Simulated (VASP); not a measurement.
# Tl (P6_3/mmc) in VASP: notebook

The runs below take Tl through single point, with PBEsol, revPBE, LDA.

Everything below comes from runs of VASP 6.6.1. Logs are shortened: lines on timing, memory, paths and dates and some standing lists are left out, and cuts for length are marked.

## 1. The cell of the first run

Symmetry: P6_3/mmc, No. 194, hexagonal system. Conventional cell: a = 3.421 Å, b = 3.421 Å, c = 5.525 Å, α = 90.00°, β = 90.00°, γ = 120.00°. Within 4.5 Å of Tl (site symmetry -6m2) lie 12 Tl at 3.40 to 3.42 Å.

## 2. Single point, PBEsol

INCAR

```
ALGO = Normal
EDIFF = 1E-7
ENCUT = 520
GGA = PS
ISIF = 2
ISMEAR = -1
LASPH = T
LCHARG = T
LELF = T
LREAL = F
LVHAR = T
LWAVE = F
NBANDS = 20
NELM = 80
PREC = Accurate
SIGMA = 0.05
```

KPOINTS

```
k-points
0
Gamma
  8 8 4
```

POSCAR

```
Tl
1.0
    3.4214400000      0.0000000000      0.0000000000
   -1.7107200000      2.9630539575      0.0000000000
    0.0000000000      0.0000000000      5.5250000000
Tl
2
Direct
    0.6666666667      0.3333333333      0.7500000000
    0.3333333333      0.6666666667      0.2500000000
```

Potentials or basis: VASP PAW PBE potentials, release 64 (Tl_d).

Command:

```console
$ cat potpaw_PBE.64/Tl_d/POTCAR > POTCAR
$ mpirun -np 1 vasp_std > vasp.out
```

OUTCAR:

```text
EDIFF = 1E-7
   ENCUT = 520
   GGA = PS
   ISIF = 2
   ISMEAR = -1
   LASPH = T
   LREAL = F
   NELM = 80
   PREC = Accurate

 ion  position               nearest neighbor table
   1  0.667  0.333  0.750-   2 3.40   2 3.40   2 3.40   2 3.40   2 3.40   2 3.40
   2  0.333  0.667  0.250-   1 3.40   1 3.40   1 3.40   1 3.40   1 3.40   1 3.40

  LATTYP: Found a hexagonal cell.
 ALAT       =     3.4214400000
 C/A-ratio  =     1.6148171530

  Lattice vectors:

 A1 = (   3.4214400000,   0.0000000000,   0.0000000000)
 A2 = (  -1.7107200000,   2.9630539575,   0.0000000000)
 A3 = (   0.0000000000,   0.0000000000,   5.5250000000)

Analysis of symmetry for initial positions (statically):
=====================================================================
 Subroutine PRICEL returns:
 Original cell was already a primitive cell.

 Routine SETGRP: Setting up the symmetry group for a
 hexagonal supercell.

 Subroutine GETGRP returns: Found 24 space group operations
 (whereof 12 operations were pure point group operations)
 out of a pool of 24 trial point group operations.

The static configuration has the point symmetry D_3d.
 The point group associated with its full space group is D_6h.

Analysis of symmetry for dynamics (positions and initial velocities):
=====================================================================
 Subroutine PRICEL returns:
 Original cell was already a primitive cell.

 Routine SETGRP: Setting up the symmetry group for a
 hexagonal supercell.

 Subroutine GETGRP returns: Found 24 space group operations
 (whereof 12 operations were pure point group operations)
 out of a pool of 24 trial point group operations.

The dynamic configuration has the point symmetry D_3d.
 The point group associated with its full space group is D_6h.

 Subroutine INISYM returns: Found 24 space group operations
 (whereof 12 operations are pure point group operations),
 and found     1 'primitive' translations

----------------------------------------------------------------------------------------

                                     Primitive cell

  volume of cell :      56.0120

  direct lattice vectors                    reciprocal lattice vectors
     3.421440000  0.000000000  0.000000000     0.292274598  0.168744818  0.000000000
    -1.710720000  2.963053958  0.000000000     0.000000000  0.337489635  0.000000000
     0.000000000  0.000000000  5.525000000     0.000000000  0.000000000  0.180995475

  length of vectors
     3.421440000  3.421440000  5.525000000     0.337489635  0.337489635  0.180995475

  position of ions in fractional coordinates (direct lattice)
     0.666666667  0.333333333  0.750000000
     0.333333333  0.666666667  0.250000000

  ion indices of the primitive-cell ions
   primitive index   ion index
                 1           1
                 2           2

----------------------------------------------------------------------------------------

 KPOINTS: k-points

Automatic generation of k-mesh.
 Grid dimensions read from file:
 generate k-points for:    8    8    4

 Generating k-lattice:

  Cartesian coordinates                     Fractional coordinates (reciprocal lattice)
     0.036534325  0.021093102  0.000000000     0.125000000  0.000000000  0.000000000
     0.000000000  0.042186204  0.000000000     0.000000000  0.125000000  0.000000000
     0.000000000  0.000000000  0.045248869     0.000000000  0.000000000  0.250000000

  Length of vectors
     0.042186204  0.042186204  0.045248869

  Shift w.r.t. Gamma in fractional coordinates (k-lattice)
     0.000000000  0.000000000  0.000000000

 Subroutine IBZKPT returns following result:
 ===========================================

 Found     30 irreducible k-points:

 Following reciprocal coordinates:
            Coordinates               Weight
  0.000000  0.000000  0.000000      1.000000
  0.125000 -0.000000  0.000000      6.000000
  0.250000 -0.000000  0.000000      6.000000
  0.375000  0.000000  0.000000      6.000000
  0.500000 -0.000000  0.000000      3.000000
  0.125000  0.125000  0.000000      6.000000
[... 16 lines left out ...]
  0.250000 -0.000000  0.500000      6.000000
  0.375000  0.000000  0.500000      6.000000
 [... further k-points ...]
   k-points           NKPTS =     30   k-points in BZ     NKDIM =     30   number of bands    NBANDS=     20
   number of dos      NEDOS =    301   number of ions     NIONS =      2
   total plane-waves  NPLWV =  32928
   dimension x,y,z NGX =    28 NGY =   28 NGZ =   42
   dimension x,y,z NGXF=    56 NGYF=   56 NGZF=   84
   ions per type =               2
   NGX,Y,Z   is equivalent  to a cutoff of  13.61, 13.61, 12.64 a.u.
   NGXF,Y,Z  is equivalent  to a cutoff of  27.21, 27.21, 25.28 a.u.
 SYSTEM =  unknown system
   PREC   = accura    normal or accurate (medium, high low for compatibility)
   ISTART =      0    job   : 0-new  1-cont  2-samecut
   ICHARG =      2    charge: 1-file 2-atom 10-const
   ISPIN  =      1    spin polarized calculation?
   LNONCOLLINEAR =      F non collinear calculations
   LSORBIT =      F    spin-orbit coupling
   LASPH  =      T    aspherical Exc in radial PAW
   ENCUT  =  520.0 eV  38.22 Ry    6.18 a.u.   6.36  6.36 10.27*2*pi/ulx,y,z
   NELM   =     80;   NELMIN=  2; NELMDL= -5     # of ELM steps
   EDIFF  = 0.1E-06   stopping-criterion for ELM
   LREAL  =      F    real-space projection
   EDIFFG = 0.1E-05   stopping-criterion for IOM
   NSW    =      0    number of steps for IOM
   IBRION =     -1    ionic relax: 0-MD 1-quasi-New 2-CG
   NFREE  =      0    steps in history (QN), initial steepest desc. (CG)
   ISIF   =      2    stress and relaxation
   ISYM   =      2    0-nonsym 1-usesym 2-fastsym
   POTIM  = 0.5000    time-step for ionic-motion
   TEBEG  =    0.0;   TEEND  =   0.0 temperature during run
   PSTRESS=    0.0 pullay stress
   NELECT =      26.0000    total number of electrons
   NUPDOWN=      -1.0000    fix difference up-down
   EMIN   =  10.00;   EMAX   =-10.00  energy-range for DOS
   EFERMI =   0.00;   METHOD = LEGACY
   ISMEAR =    -1;   SIGMA  =   0.05  broadening in eV -4-tet -1-fermi 0-gaus
   EFERMI_NEDOS =   21; number of points for ismear=-14 and -15
   IALGO  =     38    algorithm
   IMIX   =      4    mixing-type and parameters
     AMIX     =   0.40;   BMIX     =  1.00
     AMIX_MAG =   1.60;   BMIX_MAG =  1.00
  volume/ion in A,a.u.               =      28.01       188.99
  Fermi-wavevector in a.u.,A,eV,Ry     =   1.267571  2.395362 21.860980  1.606737
  Thomas-Fermi vector in A             =   2.400712
   LORBIT       =      0    0 simple, 1 ext, 2 COOP (PROOUT), +10 PAW based schemes
   GGA     = PS    functional components
   LHFCALC =     F    Hartree Fock is set to
   AEXX    =    0.0000 exact exchange contribution
   IVDW    =     0    specifies the selected vdW correction
   LEPSILON=     F    determine dielectric tensor
   LRPA    =     F    only Hartree local field effects (RPA)
 non-spin polarized calculation
  energy-cutoff  :      520.00
  volume of cell :       56.01
 maximum number of plane-waves:      1534
 NGX is ok and might be reduce to    28
   NGX = 13   NGY = 13   NGZ = 21

 number of electron      26.0000005 magnetization

 Free energy of the ion-electron system (eV)
  ---------------------------------------------------
  ext. energy  EPLUGINS =         0.00000000
  ---------------------------------------------------
  free energy    TOTEN  =        -5.15803238 eV

  energy without entropy =       -5.13808861  energy(sigma->0) =       -5.14806050

 E-fermi :   6.6323     XC(G=0): -10.4694

 val. band max:        6.6296405502   @ k =   0.3750   0.2500   0.2500
 cond. band min:       6.6879302040   @ k =   0.3750   0.0000   0.0000
 fundamental gap:      0.0582896538
 Fermi energy:         6.6323284330

 k-point     1 :       0.0000    0.0000    0.0000
  band No.  band energies     occupation
      1      -5.1860      2.00000
      2      -4.9405      2.00000
      3      -4.9087      2.00000
      4      -4.9087      2.00000
      5      -4.8531      2.00000
      6      -4.8531      2.00000
[... 12 lines left out ...]
     19      17.4372      0.00000
     20      17.6250      0.00000

 k-point     2 :       0.1250   -0.0000    0.0000
  band No.  band energies     occupation
      1      -5.1371      2.00000
      2      -4.9775      2.00000
      3      -4.8722      2.00000
      4      -4.8380      2.00000
      5      -4.8371      2.00000
      6      -4.8136      2.00000
[... 12 lines left out ...]
     19      17.3885      0.00000
     20      18.6131      0.00000

 k-point     3 :       0.2500   -0.0000    0.0000
  band No.  band energies     occupation
      1      -5.1728      2.00000
      2      -4.9705      2.00000
      3      -4.9377      2.00000
      4      -4.8681      2.00000
      5      -4.8574      2.00000
      6      -4.6963      2.00000
[... 12 lines left out ...]
     19      16.4827      0.00000
     20      17.7001      0.00000

 k-point     4 :       0.3750    0.0000    0.0000
  band No.  band energies     occupation
      1      -5.2662      2.00000
      2      -5.0796      2.00000
      3      -5.0390      2.00000
      4      -4.9276      2.00000
      5      -4.7553      2.00000
      6      -4.7060      2.00000
[... 12 lines left out ...]
     19      15.3776      0.00000
     20      16.7840      0.00000

 k-point     5 :       0.5000   -0.0000    0.0000
  band No.  band energies     occupation
      1      -5.3059      2.00000
      2      -5.1398      2.00000
      3      -5.0721      2.00000
      4      -4.9509      2.00000
      5      -4.7355      2.00000
      6      -4.7153      2.00000
[... 12 lines left out ...]
     19      14.9569      0.00000
     20      16.4724      0.00000
[... 353 lines left out ...]
      6      -4.9380      2.00000
[... 12 lines left out ...]
     19      17.1947      0.00000
     20      17.1947      0.00000

 k-point    22 :       0.1250   -0.0000    0.5000
  band No.  band energies     occupation
      1      -5.0231      2.00000
      2      -5.0231      2.00000
      3      -4.9357      2.00000
      4      -4.9357      2.00000
      5      -4.8778      2.00000
      6      -4.8778      2.00000
[... 12 lines left out ...]
     19      16.6640      0.00000
     20      16.6640      0.00000

 k-point    23 :       0.2500   -0.0000    0.5000
  band No.  band energies     occupation
      1      -5.0854      2.00000
      2      -5.0854      2.00000
      3      -4.9495      2.00000
      4      -4.9495      2.00000
      5      -4.7499      2.00000
      6      -4.7499      2.00000
[... 12 lines left out ...]
     19      15.9706      0.00000
     20      15.9706      0.00000

 k-point    24 :       0.3750    0.0000    0.5000
  band No.  band energies     occupation
      1      -5.1512      2.00000
      2      -5.1512      2.00000
      3      -5.0678      2.00000
      4      -5.0678      2.00000
      5      -4.6888      2.00000
      6      -4.6888      2.00000
[... 12 lines left out ...]
     19      15.5338      0.00000
     20      15.5338      0.00000

 [... further k-points ...]

------------------------ aborting loop because EDIFF is reached ----------------------------------------

  FORCE on cell =-STRESS in cart. coord.  units (eV):
  Direction    XX          YY          ZZ          XY          YZ          ZX
  --------------------------------------------------------------------------------------
  -------------------------------------------------------------------------------------
  Total        0.4536687      0.4536687      0.4179915      0.0000000     -0.0000000      0.0000000
  in kB       12.9768296     12.9768296     11.9563123      0.0000000     -0.0000000      0.0000000
  external PRESSURE =      12.6366572 kB  Pullay stress =       0.0000000 kB

 VOLUME and BASIS-vectors are now :
 -----------------------------------------------------------------------------
  energy-cutoff  :      520.00
  volume of cell :       56.01
      direct lattice vectors                 reciprocal lattice vectors
     3.421440000  0.000000000  0.000000000     0.292274598  0.168744818  0.000000000
    -1.710720000  2.963053958  0.000000000     0.000000000  0.337489635  0.000000000
     0.000000000  0.000000000  5.525000000     0.000000000  0.000000000  0.180995475

 POSITION                                       TOTAL-FORCE (eV/Angst)
 -----------------------------------------------------------------------------------
      1.71072      0.98768      4.14375         0.000000     -0.000000      0.000000
     -0.00000      1.97537      1.38125        -0.000000      0.000000      0.000000
 -----------------------------------------------------------------------------------
    total drift:                               -0.000000      0.000000      0.000000

  FREE ENERGIE OF THE ION-ELECTRON SYSTEM (eV)
  ---------------------------------------------------
  free  energy   TOTEN  =        -5.1580323837 eV

  energy  without entropy=       -5.1380886068  energy(sigma->0) =       -5.14806050
```

It took 46 s on 1 thread of Intel Xeon 8259CL, shared host; peak memory 0.18 GiB.

What came out:

```
Free energy            : -5.1580 eV
Pressure               : 1.3 GPa
Band gap on the k mesh : zero (bands 13 and 14 overlap by 5.79 eV)
```

Levels at points of the mesh, in eV from the Fermi level:
| k point | band 11 | band 12 | band 13 | band 14 | band 15 | band 16 |
| --- | --- | --- | --- | --- | --- | --- |
| (0.00, 0.00, 0.00) | -10.24 | -5.23 | -3.02 | 8.21 | 8.21 | 10.31 |
| (0.50, 0.00, 0.00) | -5.79 | -4.74 | -0.76 | 0.39 | 1.29 | 3.78 |
| (0.00, 0.00, 0.50) | -8.78 | -8.78 | 3.24 | 3.24 | 9.19 | 9.19 |
| (0.50, 0.00, 0.50) | -4.72 | -4.72 | -2.40 | -2.40 | 5.65 | 5.65 |

Caveat: the PAW data sets were made with another functional, which shifts forces and pressure a little; spin-orbit coupling is left out, which moves the levels of the heavy elements.

## 3. Single point, revPBE

This run uses another cell than the first one, of 28.57 Å³/atom.

INCAR

```
SYSTEM = Tl
ALGO = Normal ; EDIFF = 1E-6
ENCUT = 520 ; GGA = RE
ISIF = 2 ; ISMEAR = 1
LASPH = .TRUE. ; LCHARG = .FALSE.
LREAL = .FALSE. ; LWAVE = .FALSE.
NBANDS = 20 ; NELM = 100
PREC = Accurate ; SIGMA = 0.2
```

KPOINTS

```
k-points
0
G
  9 9 5
  0 0 0
```

POSCAR

```
Tl
1.0
    3.4560000000      0.0000000000      0.0000000000
   -1.7280000000      2.9929837955      0.0000000000
    0.0000000000      0.0000000000      5.5250000000
Tl
2
Direct
    0.6666666667      0.3333333333      0.7500000000
    0.3333333333      0.6666666667      0.2500000000
```

Potentials or basis: VASP PAW PBE potentials, release 64 (Tl_d).

Command:

```console
$ cat potpaw_PBE.64/Tl_d/POTCAR > POTCAR
$ mpirun -np 1 vasp_std > vasp.out
```

Wall time 55 s (1 thread of Intel Xeon 8259CL, shared host); peak memory 0.19 GiB.

Results (log left out):

```yaml
Free_energy: -3.6739 eV
Pressure: 4.7 GPa
Band_gap_on_the_k_mesh: zero (bands 13 and 14 overlap by 3.68 eV)
```

Stress tensor (GPa, compression positive):
```
4.22 0.00 0.00
0.00 4.22 0.00
0.00 0.00 5.75
```

Levels at points of the mesh, in eV from the Fermi level:
```tsv
k point	band 11	band 12	band 13	band 14	band 15	band 16
(0.00, 0.00, 0.00)	-10.03	-5.10	-2.82	8.01	8.01	10.09
```

Caveat: the cell stands under pressure; the PAW data sets were made with another functional, which shifts forces and pressure a little; spin-orbit coupling is left out, which moves the levels of the heavy elements.

(Part 1 of 2 ends here.)
